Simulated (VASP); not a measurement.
# Ni (Im-3m) in VASP: further runs

Runs on Ni. Level: PBE. Tasks: single point.

All numbers are computed with VASP 6.6.1; they aren't measurements. Logs are shortened: lines on timing, memory, paths and dates and some standing lists are left out, and cuts for length are marked.

## (1) The cell of the first run

It takes space group Im-3m (No. 229, cubic). Conventional cell: a = 2.600 Å, b = 2.600 Å, c = 2.600 Å, α = 90.00°, β = 90.00°, γ = 90.00°. Within 3.0 Å of Ni (site symmetry m-3m) lie 14 Ni at 2.25 to 2.60 Å.

This isn't the form of Ni at room conditions, which is fcc.

## (2) Single point, PBE, collinear spin, ferromagnetic start (8.79 Å³/atom)

INCAR

```
SYSTEM = Ni
PREC = Accurate ; ENCUT = 520
EDIFF = 1E-7 ; ISMEAR = -1
SIGMA = 0.05 ; LREAL = .FALSE.
LASPH = .TRUE. ; NELM = 150
ALGO = Normal ; ISIF = 2
LWAVE = .FALSE. ; LCHARG = .FALSE.
ISPIN = 2 ; MAGMOM = 1
LORBIT = 11 ; LMAXMIX = 4
GGA = PE ; NBANDS = 15
```

KPOINTS

```
Automatic mesh
0
G
  19 19 19
  0 0 0
```

POSCAR

```
Ni
1.0
   -1.2998711868      1.2998711868      1.2998711868
    1.2998711868     -1.2998711868      1.2998711868
    1.2998711868      1.2998711868     -1.2998711868
Ni
1
Direct
    0.0000000000      0.0000000000      0.0000000000
```

Potentials or basis: VASP PAW PBE potentials, release 64 (Ni).

Run with:

```sh
$ cat potpaw_PBE.64/Ni/POTCAR > POTCAR
$ mpirun -np 1 vasp_std > vasp.out
```

OUTCAR:

```text
SYSTEM = Ni
   PREC = Accurate
   ENCUT = 520
   EDIFF = 1E-7
   ISMEAR = -1
   LREAL = .FALSE.
   LASPH = .TRUE.
   NELM = 150
   ISIF = 2
   ISPIN = 2
   LORBIT = 11
   GGA = PE

 ion  position               nearest neighbor table
   1  0.000  0.000  0.000-

  LATTYP: Found a body centered cubic cell.
 ALAT       =     2.5997423736

  Lattice vectors:

 A1 = (  -1.2998711868,   1.2998711868,   1.2998711868)
 A2 = (   1.2998711868,  -1.2998711868,   1.2998711868)
 A3 = (   1.2998711868,   1.2998711868,  -1.2998711868)

Analysis of symmetry for initial positions (statically):
=====================================================================
 Subroutine PRICEL returns:
 Original cell was already a primitive cell.

 Routine SETGRP: Setting up the symmetry group for a
 body centered cubic supercell.

 Subroutine GETGRP returns: Found 48 space group operations
 (whereof 48 operations were pure point group operations)
 out of a pool of 48 trial point group operations.

The static configuration has the point symmetry O_h .

Analysis of symmetry for dynamics (positions and initial velocities):
=====================================================================
 Subroutine PRICEL returns:
 Original cell was already a primitive cell.

 Routine SETGRP: Setting up the symmetry group for a
 body centered cubic supercell.

 Subroutine GETGRP returns: Found 48 space group operations
 (whereof 48 operations were pure point group operations)
 out of a pool of 48 trial point group operations.

The dynamic configuration has the point symmetry O_h .

Analysis of structural, dynamic, and magnetic symmetry:
=====================================================================
 Subroutine PRICEL returns:
 Original cell was already a primitive cell.

 Routine SETGRP: Setting up the symmetry group for a
 body centered cubic supercell.

 Subroutine GETGRP returns: Found 48 space group operations
 (whereof 48 operations were pure point group operations)
 out of a pool of 48 trial point group operations.

The overall configuration has the point symmetry O_h .

 Subroutine INISYM returns: Found 48 space group operations
 (whereof 48 operations are pure point group operations),
 and found     1 'primitive' translations

----------------------------------------------------------------------------------------

                                     Primitive cell

  volume of cell :       8.7854

  direct lattice vectors                    reciprocal lattice vectors
    -1.299871187  1.299871187  1.299871187     0.000000000  0.384653499  0.384653499
     1.299871187 -1.299871187  1.299871187     0.384653499  0.000000000  0.384653499
     1.299871187  1.299871187 -1.299871187     0.384653499  0.384653499  0.000000000
[... 125 lines left out ...]
  ---------------------------------------------------
  free energy    TOTEN  =        -4.98883028 eV

  energy without entropy =       -4.97685979  energy(sigma->0) =       -4.98284503

 E-fermi :  12.5907     XC(G=0): -14.5634

 val. band max:       12.5901262332   @ k =  -0.3158   0.4737   0.1579
 cond. band min:      12.5937413157   @ k =  -0.4211  -0.4211   0.2632
 fundamental gap:      0.0036150824
 Fermi energy:        12.5906507477

 spin component 1

 k-point     1 :       0.0000    0.0000    0.0000
  band No.  band energies     occupation
      1       2.1692      1.00000
      2       9.8843      1.00000
      3       9.8843      1.00000
      4       9.8843      1.00000
      5      11.7233      1.00000
      6      11.7233      1.00000
      7      41.2776      0.00000
      8      41.2776      0.00000
      9      41.2776      0.00000
     10      47.8588      0.00000
     11      47.8588      0.00000
     12      51.0430      0.00000
     13      51.0430      0.00000
     14      51.0430      0.00000
[... 403 lines left out ...]
      4      11.5191      1.00000
      5      12.0274      0.99999
      6      13.1375      0.00002
      7      24.9345      0.00000
      8      32.2434      0.00000
      9      36.3018      0.00000
     10      41.6112      0.00000
     11      47.2877      0.00000
     12      49.8293      0.00000
     13      56.3789      0.00000
     14      58.4375      0.00000
     15      62.0784      0.00000

 [... further k-points ...]

 spin component 2

 k-point     1 :       0.0000    0.0000    0.0000
  band No.  band energies     occupation
      1       2.1751      1.00000
      2      10.1513      1.00000
      3      10.1513      1.00000
      4      10.1513      1.00000
      5      11.8948      1.00000
      6      11.8948      1.00000
      7      41.2560      0.00000
      8      41.2560      0.00000
      9      41.2560      0.00000
     10      47.8384      0.00000
     11      47.8384      0.00000
     12      51.1212      0.00000
     13      51.1212      0.00000
     14      51.1213      0.00000
[... 403 lines left out ...]
      4      11.7304      1.00000
      5      12.2177      0.99942
      6      13.3823      0.00000
      7      25.0272      0.00000
      8      32.2753      0.00000
      9      36.3434      0.00000
     10      41.6475      0.00000
     11      47.3290      0.00000
     12      49.8543      0.00000
     13      56.4002      0.00000
     14      58.9061      0.00000
     15      62.1272      0.00000

 [... further k-points ...]

------------------------ aborting loop because EDIFF is reached ----------------------------------------

  FORCE on cell =-STRESS in cart. coord.  units (eV):
  Direction    XX          YY          ZZ          XY          YZ          ZX
  --------------------------------------------------------------------------------------
  -------------------------------------------------------------------------------------
  Total        3.9163508      3.9163508      3.9163508     -0.0000000     -0.0000000      0.0000000
  in kB      714.2187110    714.2187110    714.2187110     -0.0000000     -0.0000000      0.0000000
  external PRESSURE =     714.2187110 kB  Pullay stress =       0.0000000 kB

 VOLUME and BASIS-vectors are now :
 -----------------------------------------------------------------------------
  energy-cutoff  :      520.00
  volume of cell :        8.79
      direct lattice vectors                 reciprocal lattice vectors
    -1.299871187  1.299871187  1.299871187     0.000000000  0.384653499  0.384653499
     1.299871187 -1.299871187  1.299871187     0.384653499  0.000000000  0.384653499
     1.299871187  1.299871187 -1.299871187     0.384653499  0.384653499  0.000000000

 POSITION                                       TOTAL-FORCE (eV/Angst)
 -----------------------------------------------------------------------------------
      0.00000      0.00000      0.00000         0.000000     -0.000000      0.000000
 -----------------------------------------------------------------------------------
    total drift:                                0.000000      0.000000      0.000000

  FREE ENERGIE OF THE ION-ELECTRON SYSTEM (eV)
  ---------------------------------------------------
  free  energy   TOTEN  =        -4.9888302764 eV

  energy  without entropy=       -4.9768597889  energy(sigma->0) =       -4.98284503

 total charge

# of ion       s       p       d       tot
------------------------------------------
    1        0.595   0.711   8.478   9.785

 magnetization (x)

# of ion       s       p       d       tot
------------------------------------------
    1       -0.001  -0.005   0.217   0.210
```

OSZICAR:

```text
N       E                     dE             d eps       ncg     rms          rms(c)
DAV:   1     0.329693587868E+02    0.32969E+02   -0.41646E+03 14197   0.905E+02
DAV:   2    -0.459990265341E+01   -0.37569E+02   -0.35058E+02 14866   0.168E+02
DAV:   3    -0.585166445569E+01   -0.12518E+01   -0.12418E+01 16470   0.299E+01
DAV:   4    -0.585658589182E+01   -0.49214E-02   -0.49208E-02 16071   0.182E+00
DAV:   5    -0.585661146110E+01   -0.25569E-04   -0.25571E-04 16796   0.122E-01    0.129E+01
DAV:   6    -0.512807634107E+01    0.72854E+00   -0.74854E+00 17813   0.321E+01    0.482E+00
DAV:   7    -0.501268086059E+01    0.11540E+00   -0.77338E-01 15304   0.971E+00    0.298E+00
DAV:   8    -0.498943408700E+01    0.23247E-01   -0.38083E-02 19517   0.144E+00    0.653E-01
DAV:   9    -0.498877114121E+01    0.66295E-03   -0.43231E-04 18285   0.157E-01    0.213E-01
DAV:  10    -0.498871683958E+01    0.54302E-04   -0.20493E-04 19467   0.125E-01    0.918E-02
DAV:  11    -0.498880694212E+01   -0.90103E-04   -0.36146E-04 17829   0.181E-01    0.373E-02
DAV:  12    -0.498882009433E+01   -0.13152E-04   -0.37441E-05 20205   0.547E-02    0.187E-02
DAV:  13    -0.498882690571E+01   -0.68114E-05   -0.86630E-06 19765   0.285E-02    0.172E-02
DAV:  14    -0.498883024787E+01   -0.33422E-05   -0.31180E-05 17911   0.542E-02    0.204E-03
DAV:  15    -0.498883027637E+01   -0.28496E-07   -0.19374E-07 14127   0.388E-03
   1 F= -.49888303E+01 E0= -.49828450E+01  d E =-.119705E-01  mag=     0.2131
```

Wall time 1.7 min (1 thread of Intel Xeon 8259CL, shared host); peak memory 0.16 GiB.

What came out:

```yaml
Free_energy: -4.9888 eV
Pressure: 71.4 GPa
Net_moment: 0.21 μB per cell
Site_moments: Ni +0.21 μB
Valence_electrons_inside_the_program's_atomic_spheres: Ni 9.79
```

Caveat: the cell stands under pressure.

## (3) Single point, PBE, collinear spin, ferromagnetic start (9.88 Å³/atom)

This run uses another cell than the first one, of 9.88 Å³/atom.

INCAR

```
SYSTEM = Ni
PREC     = Accurate       ! precision mode
ENCUT    = 520            ! plane-wave cutoff, eV
EDIFF    = 1E-7           ! SCF threshold, eV
ISMEAR   = -1             ! smearing method
SIGMA    = 0.05           ! smearing width, eV
LREAL    = .False.        ! projectors in reciprocal space
LASPH    = .True.         ! aspherical terms in the spheres
NELM     = 150            ! most SCF steps
ALGO     = Normal         ! electronic algorithm
ISIF     = 2              ! what is computed and relaxed
LWAVE    = .False.        ! write WAVECAR
LCHARG   = .False.        ! write CHGCAR
ISPIN    = 2              ! spin polarisation
MAGMOM   = 1              ! initial moments
LORBIT   = 11             ! projections on sites
LMAXMIX  = 4              ! l up to which the mixer works
GGA      = PE             ! functional
NBANDS   = 15             ! bands
```

KPOINTS

```
Automatic mesh
0
Gamma
  19 19 19
  0 0 0
```

POSCAR

```
Ni
1.0
   -1.3519205139      1.3519205139      1.3519205139
    1.3519205139     -1.3519205139      1.3519205139
    1.3519205139      1.3519205139     -1.3519205139
Ni
1
Direct
    0.0000000000      0.0000000000      0.0000000000
```

Potentials or basis: VASP PAW PBE potentials, release 64 (Ni).

Run with:

```sh
$ cat potpaw_PBE.64/Ni/POTCAR > POTCAR
$ mpirun -np 1 vasp_std > vasp.out
```

OUTCAR:

```text
SYSTEM = Ni
   PREC = Accurate
   ENCUT = 520
   EDIFF = 1E-7
   ISMEAR = -1
   LREAL = .False.
   LASPH = .True.
   NELM = 150
   ISIF = 2
   ISPIN = 2
   LORBIT = 11
   GGA = PE

 ion  position               nearest neighbor table
   1  0.000  0.000  0.000-

  LATTYP: Found a body centered cubic cell.
 ALAT       =     2.7038410278

  Lattice vectors:

 A1 = (  -1.3519205139,   1.3519205139,   1.3519205139)
 A2 = (   1.3519205139,  -1.3519205139,   1.3519205139)
 A3 = (   1.3519205139,   1.3519205139,  -1.3519205139)

Analysis of symmetry for initial positions (statically):
=====================================================================
 Subroutine PRICEL returns:
 Original cell was already a primitive cell.

 Routine SETGRP: Setting up the symmetry group for a
 body centered cubic supercell.

 Subroutine GETGRP returns: Found 48 space group operations
 (whereof 48 operations were pure point group operations)
 out of a pool of 48 trial point group operations.

The static configuration has the point symmetry O_h .

Analysis of symmetry for dynamics (positions and initial velocities):
=====================================================================
 Subroutine PRICEL returns:
 Original cell was already a primitive cell.

 Routine SETGRP: Setting up the symmetry group for a
 body centered cubic supercell.

 Subroutine GETGRP returns: Found 48 space group operations
 (whereof 48 operations were pure point group operations)
 out of a pool of 48 trial point group operations.

The dynamic configuration has the point symmetry O_h .

Analysis of structural, dynamic, and magnetic symmetry:
=====================================================================
 Subroutine PRICEL returns:
 Original cell was already a primitive cell.

 Routine SETGRP: Setting up the symmetry group for a
 body centered cubic supercell.

 Subroutine GETGRP returns: Found 48 space group operations
 (whereof 48 operations were pure point group operations)
 out of a pool of 48 trial point group operations.

The overall configuration has the point symmetry O_h .

[... 161 lines left out ...]
      7      38.1217      0.00000
      8      38.1217      0.00000
      9      38.1217      0.00000
     10      43.7191      0.00000
     11      43.7191      0.00000
     12      45.7067      0.00000
     13      45.7067      0.00000
     14      45.7067      0.00000
[... 403 lines left out ...]
      4       9.5878      1.00000
      5      10.0166      1.00000
      6      10.9536      0.00195
      7      21.7860      0.00000
      8      28.9179      0.00000
      9      32.4956      0.00000
     10      37.7568      0.00000
     11      42.7196      0.00000
     12      45.4312      0.00000
     13      51.6725      0.00000
     14      55.8941      0.00000
     15      56.9759      0.00000

 [... further k-points ...]

 spin component 2

 k-point     1 :       0.0000    0.0000    0.0000
  band No.  band energies     occupation
      1       1.0979      1.00000
      2       8.7357      1.00000
      3       8.7357      1.00000
      4       8.7357      1.00000
      5      10.1602      0.99993
      6      10.1602      0.99993
      7      38.0507      0.00000
      8      38.0507      0.00000
      9      38.0507      0.00000
     10      43.6611      0.00000
     11      43.6611      0.00000
     12      45.8578      0.00000
     13      45.8578      0.00000
     14      45.8578      0.00000
[... 403 lines left out ...]
      4      10.0387      0.99999
      5      10.4290      0.98602
      6      11.4620      0.00000
      7      21.9583      0.00000
      8      28.9749      0.00000
      9      32.5584      0.00000
     10      37.8078      0.00000
     11      42.7848      0.00000
     12      45.4564      0.00000
     13      51.6899      0.00000
     14      56.4061      0.00000
     15      57.2960      0.00000

 [... further k-points ...]

------------------------ aborting loop because EDIFF is reached ----------------------------------------

  FORCE on cell =-STRESS in cart. coord.  units (eV):
  Direction    XX          YY          ZZ          XY          YZ          ZX
  --------------------------------------------------------------------------------------
  -------------------------------------------------------------------------------------
  Total        1.5723189      1.5723189      1.5723189      0.0000000      0.0000000      0.0000000
  in kB      254.8811702    254.8811702    254.8811702      0.0000000      0.0000000      0.0000000
  external PRESSURE =     254.8811702 kB  Pullay stress =       0.0000000 kB

 VOLUME and BASIS-vectors are now :
 -----------------------------------------------------------------------------
  energy-cutoff  :      520.00
  volume of cell :        9.88
      direct lattice vectors                 reciprocal lattice vectors
    -1.351920514  1.351920514  1.351920514     0.000000000  0.369844229  0.369844229
     1.351920514 -1.351920514  1.351920514     0.369844229  0.000000000  0.369844229
     1.351920514  1.351920514 -1.351920514     0.369844229  0.369844229  0.000000000

 POSITION                                       TOTAL-FORCE (eV/Angst)
 -----------------------------------------------------------------------------------
      0.00000      0.00000      0.00000         0.000000     -0.000000     -0.000000
 -----------------------------------------------------------------------------------
    total drift:                                0.000000      0.000000      0.000000

  FREE ENERGIE OF THE ION-ELECTRON SYSTEM (eV)
  ---------------------------------------------------
  free  energy   TOTEN  =        -5.3047142322 eV

  energy  without entropy=       -5.2930976462  energy(sigma->0) =       -5.29890594

 total charge

# of ion       s       p       d       tot
------------------------------------------
    1        0.534   0.578   8.390   9.502

 magnetization (x)

# of ion       s       p       d       tot
------------------------------------------
    1       -0.004  -0.014   0.468   0.450
```

OSZICAR:

```text
N       E                     dE             d eps       ncg     rms          rms(c)
DAV:   1     0.328295170822E+02    0.32830E+02   -0.41811E+03 14205   0.880E+02
DAV:   2    -0.488104880131E+01   -0.37711E+02   -0.35137E+02 14649   0.164E+02
DAV:   3    -0.622856036926E+01   -0.13475E+01   -0.13319E+01 16686   0.303E+01
DAV:   4    -0.623518069250E+01   -0.66203E-02   -0.66194E-02 16001   0.205E+00
DAV:   5    -0.623523733727E+01   -0.56645E-04   -0.56645E-04 16956   0.170E-01    0.108E+01
DAV:   6    -0.552023492346E+01    0.71500E+00   -0.99853E+00 18401   0.358E+01    0.494E+00
DAV:   7    -0.532536535336E+01    0.19487E+00   -0.14374E+00 16780   0.123E+01    0.235E+00
DAV:   8    -0.530650585960E+01    0.18859E-01   -0.30324E-02 18819   0.124E+00    0.907E-01
DAV:   9    -0.530500057570E+01    0.15053E-02   -0.71024E-04 21445   0.148E-01    0.220E-01
DAV:  10    -0.530470483418E+01    0.29574E-03   -0.15726E-04 21098   0.709E-02    0.423E-02
DAV:  11    -0.530471450160E+01   -0.96674E-05   -0.11344E-05 16562   0.187E-02    0.173E-02
DAV:  12    -0.530471427450E+01    0.22710E-06   -0.26249E-06 18372   0.171E-02    0.437E-03
DAV:  13    -0.530471423223E+01    0.42270E-07   -0.65023E-08 12300   0.266E-03
   1 F= -.53047142E+01 E0= -.52989059E+01  d E =-.116166E-01  mag=     0.4491
```

Wall time 1.8 min (1 thread of Intel Xeon 8259CL, shared host); peak memory 0.17 GiB.

What came out:

| Property | Result |
| --- | --- |
| Free energy | -5.3047 eV |
| Pressure | 25.5 GPa |
| Net moment | 0.45 μB per cell |
| Site moments | Ni +0.45 μB |
| Valence electrons inside the program's atomic spheres | Ni 9.50 |

Levels at points of the mesh, in eV from the Fermi level:
Spin up:
```csv
k point,band 2,band 3,band 4,band 5,band 6,band 7,band 8,band 9
"(0.00, 0.00, 0.00)",-2.46,-2.46,-2.46,-0.86,-0.86,27.48,27.48,27.48
```
Spin down:
| k point | band 2 | band 3 | band 4 | band 5 | band 6 | band 7 | band 8 | band 9 |
| --- | --- | --- | --- | --- | --- | --- | --- | --- |
| (0.00, 0.00, 0.00) | -1.91 | -1.91 | -1.91 | -0.48 | -0.48 | 27.41 | 27.41 | 27.41 |

Caveat: the cell stands under pressure.
